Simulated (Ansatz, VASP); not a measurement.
# V: VASP beside Ansatz

```xyz
4
Lattice="2.1797 -4.4221 0.0000 2.1797 4.4221 0.0000 0.0000 0.0000 2.8935" Properties=species:S:1:pos:R:3 pbc="T T T"
V     2.1797   -1.2140    1.4468
V     2.1797   -3.2081    2.8936
V     2.1797    1.2140    1.4467
V     2.1797    3.2081    0.0000
```

Alike in both runs: functional PBE; k mesh 4 × 4 × 4; occupations gaussian, width 0.1 eV; collinear spin.

Ansatz relaxed the structure, and its values are those at the end. VASP's run is a single point on that final structure, the one shown.

```csv
,VASP,Ansatz
version,VASP 6.6.1,Ansatz 0.2.0
potentials or method,"VASP PAW PBE potentials, release 64 (V_sv), cutoff 520 eV","scalar-relativistic, plane waves, PAW"
valence electrons in the cell,52,52
```

```csv
,VASP,Ansatz,Ansatz less VASP
gap on the k mesh at the Fermi level (eV),none,none,-
pressure (GPa),0.3,0.0,-0.27
rms of the force components (eV/Å),0.007,0.000,-0.0071
net moment per atom (μB),0.00,0.00,0.000
```

A gap of «none» marks a metal or a gap that the smearing closes. Ansatz's warnings: given moment on shells, seeded moment not kept.

The k mesh is coarse, so the values compare programs but aren't converged.
